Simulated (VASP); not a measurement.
Wanted: the native input for a VASP 6.6.1 run.

```yaml
Task: single point
Functional: PBEsol
Potentials_or_basis: VASP PAW PBE potentials, release 64 (Pd)
Cutoff: 520 eV
k_mesh: 15 × 15 × 8
Occupations: fermi-dirac, width 0.1 eV
Spin: no spin polarisation
Dipole_correction: no
Further_INCAR_settings: ALGO = Normal; EDIFF = 1e-06; NBANDS = 17
```

The structure of Pd lies in POSCAR:

```
Pd
1.0
    2.7263284363      0.0000000000      0.0000000000
   -1.3631642181      2.3610696849      0.0000000000
    0.0000000000      0.0000000000      4.5501402901
Pd
2
Direct
    0.3333333333      0.6666666667      0.2500000000
    0.6666666667      0.3333333333      0.7500000000
```

The input as run:

INCAR

```
PREC     = Accurate       # precision mode
ENCUT    = 520            # plane-wave cutoff, eV
EDIFF    = 1E-6           # SCF threshold, eV
ISMEAR   = -1             # smearing method
SIGMA    = 0.1            # smearing width, eV
LREAL    = False          # projectors in reciprocal space
LASPH    = True           # aspherical terms in the spheres
NELM     = 100            # most SCF steps
ALGO     = Normal         # electronic algorithm
ISIF     = 2              # what is computed and relaxed
LWAVE    = False          # write WAVECAR
LCHARG   = False          # write CHGCAR
GGA      = PS             # functional
NBANDS   = 17             # bands
```

KPOINTS

```
regular mesh
0
Gamma
  15 15 8
```

Potentials or basis: VASP PAW PBE potentials, release 64 (Pd).

The run is started by

```bash
$ cat potpaw_PBE.64/Pd/POTCAR > POTCAR
$ mpirun -np 1 vasp_std > vasp.out
```

It gave:

```json
{"Pressure": "-0.3 GPa", "Band gap on the k mesh": "zero (band 10 reaches 9.95 eV, above the bottom of band 11 at 9.04 eV)"}
```

Caveat: the PAW data sets were made with another functional, which shifts forces and pressure a little.

Wall time 41 s on 1 thread of Intel(R) Xeon(R) Platinum 8259CL CPU @ 2.50GHz (Skylake/Cascade Lake) (shared host), peak memory 0.18 GiB.
